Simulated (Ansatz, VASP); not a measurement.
# Two plane-wave programs on Pd

```
Pd
1.0
     0.00000    1.97142    1.97142
     1.97142    0.00000    1.97142
     1.97142    1.97142    0.00000
Pd
1
Direct
  0.00000 0.00000 0.00000
```

Alike in both runs: functional PBE; k mesh 24 × 24 × 24; occupations gaussian, width 0.1 eV; no spin polarisation.

Ansatz relaxed the structure, and its values are those at the end. VASP's run is a single point on that final structure, the one shown.

|  | VASP | Ansatz |
| --- | --- | --- |
| version | VASP 6.6.1 | Ansatz 0.2.0 |
| potentials or method | VASP PAW PBE potentials, release 64 (Pd), cutoff 520 eV | scalar-relativistic, plane waves, PAW |
| valence electrons in the cell | 10 | 18 |

Ansatz gave:

```
gap on the k mesh at the Fermi level (eV) : none
pressure (GPa)                            : 0.0
```

Q: Estimate VASP's values.

A: gap on the k mesh at the Fermi level (eV): none; pressure (GPa): -0.2.

A gap of «none» marks a metal or a gap that the smearing closes. VASP's potentials hold 10 valence electrons a cell and Ansatz's 18, so a difference there can come from the potentials and not from the codes.
